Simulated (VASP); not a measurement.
Input of a VASP 6.6.1 run:

INCAR

```
SYSTEM = BN
  PREC = Accurate
  ENCUT = 520
  EDIFF = 1E-7
  ISMEAR = 0
  SIGMA = 0.05
  LREAL = .False.
  LASPH = .True.
  NELM = 60
  ALGO = Normal
  ISIF = 2
  LWAVE = .False.
  LCHARG = .False.
  NBANDS = 36
```

Contents of KPOINTS:

```
regular mesh
0
Gamma
  10 10 2
  0 0 0
```

The input POSCAR:

```
BN
1.0
   -2.5539396017      0.0000000000      0.0000000000
    1.2769698009     -2.2117765748      0.0000000000
    0.0000000000      0.0000000000     12.5305650000
B N
6 6
Direct
    0.3333333333      0.6666666667      0.2317831251
    0.3333333333      0.6666666667      0.5691067015
    0.3333333333      0.6666666667      0.9064302779
    0.6666666667      0.3333333333      0.0631213369
    0.6666666667      0.3333333333      0.4004449133
    0.6666666667      0.3333333333      0.7377684897
    0.3333333333      0.6666666667      0.1054729866
    0.3333333333      0.6666666667      0.4427965630
    0.3333333333      0.6666666667      0.7801201394
    0.6666666667      0.3333333333      0.9487819275
    0.6666666667      0.3333333333      0.2741347748
    0.6666666667      0.3333333333      0.6114583512
```

Potentials or basis: VASP PAW LDA potentials, release 64 (B, N).

Command:

```console
$ cat potpaw_LDA.64/B/POTCAR potpaw_LDA.64/N/POTCAR > POTCAR
$ mpirun -np 1 vasp_std > vasp.out
```

Task: Estimate the band gap on the k mesh.

Result: 4.98 eV.

Task: Predict the pressure.

Result: -7.3 GPa.

Task: Estimate the largest force.

Result: 3.692 eV/Å.

Forces on the atoms (eV/Å):
```
B    0.000  0.000 -0.116
B    0.000  0.000 -0.108
B    0.000  0.000 -0.809
B    0.000  0.000  3.453
B    0.000  0.000 -0.108
B    0.000  0.000 -0.123
N    0.000  0.000  1.045
N    0.000  0.000  0.108
N    0.000  0.000  0.130
N    0.000  0.000 -3.692
N    0.000  0.000  0.113
N    0.000  0.000  0.109
```

Caveat: forces of over 1 eV/Å act on the atoms, so gaps and moduli don't describe the material at rest. A k mesh can miss the band edges.
